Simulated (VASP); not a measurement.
**PdPtC6N6: single point with PBE**

Crystal: PdPtC6N6.

```
Pd Pt C N
1.0
     0.00000    5.11550    5.11550
     5.11550    0.00000    5.11550
     5.11550    5.11550    0.00000
Pd Pt C N
1 1 6 6
Direct
  0.00000 0.00000 0.00000
  0.50000 0.50000 0.50000
  0.81058 0.18942 0.18942
  0.18942 0.81058 0.18942
  0.18942 0.18942 0.81058
  0.18942 0.81058 0.81058
  0.81058 0.18942 0.81058
  0.81058 0.81058 0.18942
  0.69622 0.30378 0.30378
  0.30378 0.69622 0.30378
  0.30378 0.30378 0.69622
  0.30378 0.69622 0.69622
  0.69622 0.30378 0.69622
  0.69622 0.69622 0.30378
```

| Quantity | Value |
| --- | --- |
| Program | VASP 6.6.1 |
| Task | single point |
| Functional | PBE |
| Potentials or basis | VASP PAW PBE potentials, release 64 (Pd, Pt, C, N) |
| Cutoff | 520 eV |
| k mesh | 4 × 4 × 4 |
| Occupations | gaussian, width 0.1 eV |
| Spin | no spin polarisation |

```
Pressure               : 10.4 GPa
Largest force          : 2.460 eV/Å
Band gap on the k mesh : zero (bands 37 and 38 overlap by 0.92 eV)
```

Forces on the atoms (eV/Å):
```
Pd   0.000  0.000  0.000
Pt   0.000  0.000  0.000
C    2.460  0.000  0.000
C    0.000  2.460  0.000
C    0.000  0.000  2.460
C   -2.460  0.000  0.000
C    0.000 -2.460  0.000
C    0.000  0.000 -2.460
N   -1.386  0.000  0.000
N    0.000 -1.386  0.000
N    0.000  0.000 -1.386
N    1.386  0.000  0.000
N    0.000  1.386  0.000
N    0.000  0.000  1.386
```

Levels at points of the mesh, in eV from the Fermi level:
| k point | band 34 | band 35 | band 36 | band 37 | band 38 | band 39 | band 40 | band 41 |
| --- | --- | --- | --- | --- | --- | --- | --- | --- |
| (0.00, 0.00, 0.00) | -3.88 | -3.88 | -3.88 | -0.41 | -0.41 | 1.65 | 1.65 | 1.71 |
| (0.50, 0.00, 0.00) | -4.10 | -4.10 | -4.03 | 0.51 | 0.51 | 0.81 | 0.81 | 1.73 |
| (0.50, 0.50, 0.00) | -3.89 | -3.85 | -3.85 | -0.41 | 0.18 | 0.91 | 1.61 | 1.71 |

Run time: 2.4 min on 1 thread of Intel(R) Xeon(R) Platinum 8375C CPU @ 2.90GHz (Ice Lake), with other jobs on the host, peak memory 0.45 GiB.

Caveat: the cell stands under pressure; spin-orbit coupling is left out, which moves the levels of the heavy elements; forces of over 1 eV/Å act on the atoms, so gaps and moduli don't describe the material at rest.
